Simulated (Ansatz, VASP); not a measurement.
# Two plane-wave programs on NaI

Contents of INCAR:

```
SYSTEM = NaI
ALGO = Normal
EDIFF = 1E-7
ENCUT = 520
GGA = PE
ISIF = 2
ISMEAR = 1
LASPH = .True.
LCHARG = .False.
LREAL = .False.
LWAVE = .False.
NBANDS = 14
NELM = 80
PREC = Accurate
SIGMA = 0.1
```

The input KPOINTS:

```
k-points
0
Gamma
  15 15 15
  0 0 0
```

Contents of POSCAR:

```
NaI
1.0
    0.0000000000      3.2645370669      3.2645370669
    3.2645370669      0.0000000000      3.2645370669
    3.2645370669      3.2645370669      0.0000000000
Na I
1 1
Direct
    0.0000000000      0.0000000000      0.0000000000
    0.5000000000      0.5000000000      0.5000000000
```

Input for Ansatz:

```yaml
crystal:
  lattice:
    - [0.0, 3.2645370669, 3.2645370669]
    - [3.2645370669, 0.0, 3.2645370669]
    - [3.2645370669, 3.2645370669, 0.0]
  atoms:
    - { symbol: Na, position: [0.0, 0.0, 0.0] }
    - { symbol: I, position: [0.5, 0.5, 0.5] }
basis:
  ecutwfc: 420
  ecutrho_ratio: 4
kpoints:
  mp_grid: { grid: [15, 15, 15] }
hamiltonian:
  xc: pbe
scf:
  occupations: { method: methfessel_paxton, width: 0.1 }
output:
  forces: true
  stress: true
```

Alike in both runs: task single point; functional PBE; k mesh 15 × 15 × 15; occupations methfessel-paxton of order 1, width 0.1 eV; no spin polarisation.

|  | VASP | Ansatz |
| --- | --- | --- |
| version | VASP 6.6.1 | Ansatz 0.2.0 |
| potentials or method | VASP PAW PBE potentials, release 64 (Na_pv, I), cutoff 520 eV | scalar-relativistic, plane waves, PAW |
| valence electrons in the cell | 14 | 26 |

|  | VASP | Ansatz | Ansatz less VASP |
| --- | --- | --- | --- |
| pressure (GPa) | 0.0 | 0.0 | -0.01 |

The functional is the same, so the differences come from potentials, cutoffs and numerics. VASP's potentials hold 14 valence electrons a cell and Ansatz's 26, so a difference there can come from the potentials and not from the codes.

Neither program's run includes spin-orbit coupling.
